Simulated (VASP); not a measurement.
Input of a VASP 6.6.1 run:

The input POSCAR:

```
Ga
1.0
    2.9761992793      0.0000000000      0.0000000000
   -1.4880996397      2.5774641826      0.0000000000
    0.0000000000      0.0000000000      4.6982452607
Ga
2
Direct
    0.3333333333      0.6666666667      0.2500000000
    0.6666666667      0.3333333333      0.7500000000
```

INCAR.step1

```
PREC = Accurate ; ENCUT = 520
ISMEAR = -1 ; SIGMA = 0.1
LREAL = False ; LASPH = True
NELM = 100 ; NBANDS = 20
GGA = PE ; ALGO = Normal
EDIFF = 1E-4 ; LWAVE = True
LCHARG = False
```

Contents of INCAR.step2:

```
PREC = Accurate ; ENCUT = 520
EDIFF = 1E-6 ; ISMEAR = -1
SIGMA = 0.1 ; LREAL = False
LASPH = True ; NELM = 100
ALGO = Normal ; ISIF = 2
LWAVE = False ; LCHARG = False
METAGGA = R2SCAN ; LMIXTAU = True
NBANDS = 20 ; ISTART = 1
```

File KPOINTS:

```
regular mesh
0
Gamma
  12 12 7
```

Potentials or basis: VASP PAW PBE potentials, release 64 (Ga_d).

Launch:

```console
$ cat potpaw_PBE.64/Ga_d/POTCAR > POTCAR
$ cp INCAR.step1 INCAR
$ mpirun -np 1 vasp_std > vasp.out
$ cp INCAR.step2 INCAR
$ mpirun -np 1 vasp_std > vasp.out
```

Predict the pressure.

0.1 GPa.

What does it give for the band gap on the k mesh?

Zero (band 13 reaches 9.90 eV, above the bottom of band 14 at 2.99 eV).

Caveat: the PAW data sets were made with another functional, which shifts forces and pressure a little.
